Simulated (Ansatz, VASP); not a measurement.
**One calculation of SnTe, two programs**

```
CELL_PARAMETERS angstrom
0.00000 3.15085 3.15085
3.15085 0.00000 3.15085
3.15085 3.15085 0.00000
ATOMIC_POSITIONS crystal
Te 0.50000 0.50000 0.50000
Sn 0.00000 0.00000 0.00000
```

Alike in both runs: task single point; functional PBE; k mesh 5 × 5 × 5; occupations fermi-dirac, width 0.06 eV; no spin polarisation.

```csv
,VASP,Ansatz
version,VASP 6.6.1,Ansatz 0.2.0
potentials or method,"VASP PAW PBE potentials, release 64 (Te, Sn_d), cutoff 520 eV","all-electron LAPW, scalar-relativistic"
```

```tsv
	VASP	Ansatz	Ansatz less VASP
pressure (GPa)	2.2	2.2	+0.03
```

Ansatz ran all-electron here, and VASP with PAW potentials.

Neither program's run includes spin-orbit coupling.
